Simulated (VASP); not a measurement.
The system is SiF.

```
CELL_PARAMETERS angstrom
1.33860 0.77284 3.89831
-1.33860 0.77284 3.89831
0.00000 -1.54568 3.89831
ATOMIC_POSITIONS crystal
Si 0.50000 0.50000 0.50000
F 0.00000 0.00000 0.00000
```

- Program: VASP 6.6.1
- Task: relaxation of cell and atoms
- Functional: r2SCAN
- Dispersion: D3(BJ)
- Potentials or basis: VASP PAW PBE potentials, release 64 (Si, F)
- Cutoff: 600 eV
- k mesh: 12 × 12 × 12
- Occupations: fermi-dirac, width 0.05 eV
- Spin: no spin polarisation

At the start: pressure -3.9 GPa; volume 12.10 Å³/atom.

Problem. Where does the relaxation end?

Solution. Over 5 steps the energy falls by 11.2 meV/atom and the volume is 11.45 Å³/atom (-5.3 %); space group R-3m (No. 166, to 0.1 Å) before and after.

The path:
```csv
step,energy change (eV),largest force (eV/Å),pressure (GPa),volume (Å³)
1,0.0000,0.0000,-3.87,24.20
2,-0.0205,0.0000,-0.81,23.19
3,-0.0219,0.0000,0.40,22.87
4,-0.0223,0.0000,-0.20,22.93
5,-0.0224,0.0000,0.01,22.91
```

Final structure:
```xyz
2
Lattice="1.3037 0.7527 3.8912 -1.3037 0.7527 3.8912 0.0000 -1.5053 3.8912" Properties=species:S:1:pos:R:3 pbc="T T T"
Si    0.0000    0.0000    5.8368
F     0.0000    0.0000    0.0000
```

Caveat: the PAW data sets were made with another functional, which shifts forces and pressure a little; an odd number of electrons without spin polarisation forces a metal; a magnetic or distorted state may lie lower.
